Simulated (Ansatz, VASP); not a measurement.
One calculation of CsI, two programs

```
CELL_PARAMETERS angstrom
4.56670 0.00000 0.00000
0.00000 4.56670 0.00000
0.00000 0.00000 4.52103
ATOMIC_POSITIONS crystal
Cs 0.00000 0.00000 0.00000
I 0.50000 0.50000 0.50000
```

Change from the starting cell: zz strain of -1 %.

Alike in both runs: task single point; functional LDA; k mesh 7 × 7 × 7; occupations fermi-dirac, width 0.01 eV; no spin polarisation.

```csv
,VASP,Ansatz
version,VASP 6.6.1,Ansatz 0.2.0
potentials or method,"VASP PAW LDA potentials, release 64 (Cs_sv, I), cutoff 500 eV","all-electron LAPW, scalar-relativistic"
```

|  | VASP | Ansatz | Ansatz less VASP |
| --- | --- | --- | --- |
| gap on the k mesh at the Fermi level (eV) | 3.57 | 3.56 | -0.009 |
| pressure (GPa) | -1.3 | -1.3 | -0.04 |
| traceless stress, the component that is largest in VASP (GPa) | 0.12 | 0.12 | 0.000 |

LDA's correlation is that of Perdew and Zunger in VASP and of Perdew and Wang (1992) in Ansatz. Ansatz ran all-electron here, and VASP with PAW potentials.

Neither program's run includes spin-orbit coupling.
